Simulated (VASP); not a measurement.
Set up this calculation in VASP 6.6.1, as the native input.

| Property | Result |
| --- | --- |
| Task | single point |
| Functional | PBEsol |
| Potentials or basis | VASP PAW PBE potentials, release 64 (Al, N) |
| Cutoff | 520 eV |
| k mesh | 10 × 10 × 10 |
| Occupations | gaussian, width 0.05 eV |
| Spin | no spin polarisation |
| Dipole correction | no |
| Further INCAR settings | ALGO = Normal; EDIFF = 1e-06; NBANDS = 11 |

The structure of AlN lies in POSCAR:

```
AlN
1.0
    0.0000000000      2.1839935596      2.1839935596
    2.1839935596      0.0000000000      2.1839935596
    2.1839935596      2.1839935596      0.0000000000
Al N
1 1
Direct
    0.0000000000      0.0000000000      0.0000000000
    0.7500000000      0.7500000000      0.7500000000
```

These files were run (other wordings do the same):

INCAR

```
PREC     = Accurate       # precision mode
ENCUT    = 520            # plane-wave cutoff, eV
EDIFF    = 1E-6           # SCF threshold, eV
ISMEAR   = 0              # smearing method
SIGMA    = 0.05           # smearing width, eV
LREAL    = False          # projectors in reciprocal space
LASPH    = True           # aspherical terms in the spheres
NELM     = 60             # most SCF steps
ALGO     = Normal         # electronic algorithm
ISIF     = 2              # what is computed and relaxed
LWAVE    = False          # write WAVECAR
LCHARG   = True           # write CHGCAR
GGA      = PS             # functional
LELF     = True           # ELF
LVHAR    = True         
NBANDS   = 11             # bands
```

KPOINTS

```
Automatic mesh
0
Gamma
  10 10 10
```

Potentials or basis: VASP PAW PBE potentials, release 64 (Al, N).

Launch:

```console
$ cat potpaw_PBE.64/Al/POTCAR potpaw_PBE.64/N/POTCAR > POTCAR
$ mpirun -np 1 vasp_std > vasp.out
```

Results of the run:

```yaml
Pressure: 1.3 GPa
Band_gap_on_the_k_mesh: 3.19 eV, indirect (least direct gap 4.13 eV)
```

Caveat: the PAW data sets were made with another functional, which shifts forces and pressure a little.

Run time: 13 s on 1 thread of Intel(R) Xeon(R) Platinum 8375C CPU @ 2.90GHz (Ice Lake), with other jobs on the host, peak memory 0.13 GiB.
